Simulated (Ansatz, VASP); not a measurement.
ZnS: VASP beside Ansatz

```
Zn S
1.0
     2.70465   -2.70465    0.00000
     2.70465    0.00000   -2.70465
     9.46627    3.38081    3.38081
Zn S
3 3
Direct
  0.57289 0.57289 0.12503
  0.40622 0.40622 0.79170
  0.98956 0.98956 0.45837
  0.01039 0.01039 0.87503
  0.59372 0.59372 0.54170
  0.17706 0.17706 0.20837
```

Alike in both runs: task single point; functional LDA; k mesh 8 × 8 × 3; occupations gaussian, width 0.05 eV; no spin polarisation.

|  | VASP | Ansatz |
| --- | --- | --- |
| version | VASP 6.6.1 | Ansatz 0.2.0 |
| potentials or method | VASP PAW LDA potentials, release 64 (Zn, S), cutoff 520 eV | scalar-relativistic, plane waves, PAW |
| valence electrons in the cell | 54 | 54 |

|  | VASP | Ansatz | Ansatz less VASP |
| --- | --- | --- | --- |
| gap on the k mesh at the Fermi level (eV) | 1.43 | 1.40 | -0.027 |
| least direct gap on the mesh (eV) | 1.43 | 1.40 | -0.027 |
| pressure (GPa) | -5.5 | -5.7 | -0.16 |
| traceless stress, the component that is largest in VASP (GPa) | 1.23 | 1.25 | +0.019 |
| rms of the force components (eV/Å) | 0.203 | 0.202 | -0.0011 |

LDA's correlation is that of Perdew and Zunger in VASP and of Perdew and Wang (1992) in Ansatz. Atom by atom the forces differ by 0.004 eV/Å (rms over components).
